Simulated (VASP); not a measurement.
Write the native input for VASP 6.6.1 that does the following.

* Task: single point
* Functional: PBE
* Potentials or basis: VASP PAW PBE potentials, release 64 (Ge_d)
* Cutoff: 520 eV
* k mesh: 18 × 18 × 18
* Occupations: gaussian, width 0.1 eV
* Spin: no spin polarisation
* Dipole correction: no
* Further INCAR settings: ALGO = Normal; EDIFF = 1e-06; NBANDS = 13

The structure of Ge lies in POSCAR:

```
Ge
1.0
    0.0000000000      2.0350110208      2.0350110208
    2.0350110208      0.0000000000      2.0350110208
    2.0350110208      2.0350110208      0.0000000000
Ge
1
Direct
    0.0000000000      0.0000000000      0.0000000000
```

This cell differs from its parent crystal: strained.

The input as run:

INCAR

```
PREC = Accurate ; ENCUT = 520
EDIFF = 1E-6 ; ISMEAR = 0
SIGMA = 0.1 ; LREAL = F
LASPH = T ; NELM = 80
ALGO = Normal ; ISIF = 2
LWAVE = F ; LCHARG = F
GGA = PE ; NBANDS = 13
```

KPOINTS

```
regular mesh
0
Gamma
  18 18 18
```

Potentials or basis: VASP PAW PBE potentials, release 64 (Ge_d).

Command:

```sh
$ cat potpaw_PBE.64/Ge_d/POTCAR > POTCAR
$ mpirun -np 1 vasp_std > vasp.out
```

It gave:

```json
{
 "Pressure": "12.8 GPa",
 "Band gap on the k mesh": "zero (band 7 reaches 18.24 eV, above the bottom of band 8 at 5.50 eV)"
}
```

Caveat: the cell differs from its parent crystal (strained).

Wall time 13 s on 1 thread of Intel Xeon 6975P-C (shared host), peak memory 0.16 GiB.
